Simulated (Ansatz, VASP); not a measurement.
## Ti in VASP and in Ansatz

```
Ti
1.0
     2.84243    0.00000    0.00000
    -1.42121    2.56209    0.00000
     0.00000    0.00000    4.59099
Ti
2
Direct
  0.33333 0.66667 0.25000
  0.66667 0.33333 0.75000
```

Change from the starting cell: strain -0.0200 x Voigt [1, -1, 0, 0, 0, 0], atoms carried along.

Alike in both runs: task single point; functional PBEsol; k mesh 24 × 24 × 14; occupations gaussian, width 0.15 eV; no spin polarisation.

```csv
,VASP,Ansatz
version,VASP 6.6.1,Ansatz 0.2.0
potentials or method,"VASP PAW PBE potentials, release 64 (Ti_sv), cutoff 520 eV","scalar-relativistic, plane waves, PAW"
valence electrons in the cell,24,24
```

VASP gave:

| Item | Value |
| --- | --- |
| gap on the k mesh at the Fermi level (eV) | none |
| pressure (GPa) | -0.4 |
| traceless stress, the component that is largest in VASP (GPa) | 2.73 |
| rms of the force components (eV/Å) | 0.059 |

Q: What did Ansatz give for the same quantities?

A: gap on the k mesh at the Fermi level (eV): none; pressure (GPa): 0.1; traceless stress, the component that is largest in VASP (GPa): 2.75; rms of the force components (eV/Å): 0.060.

VASP's potentials were made for PBE, not for PBEsol. Atom by atom the forces differ by 0.001 eV/Å (rms over components). A gap of «none» marks a metal or a gap that the smearing closes. The functional is the same, so the differences come from potentials, cutoffs and numerics.
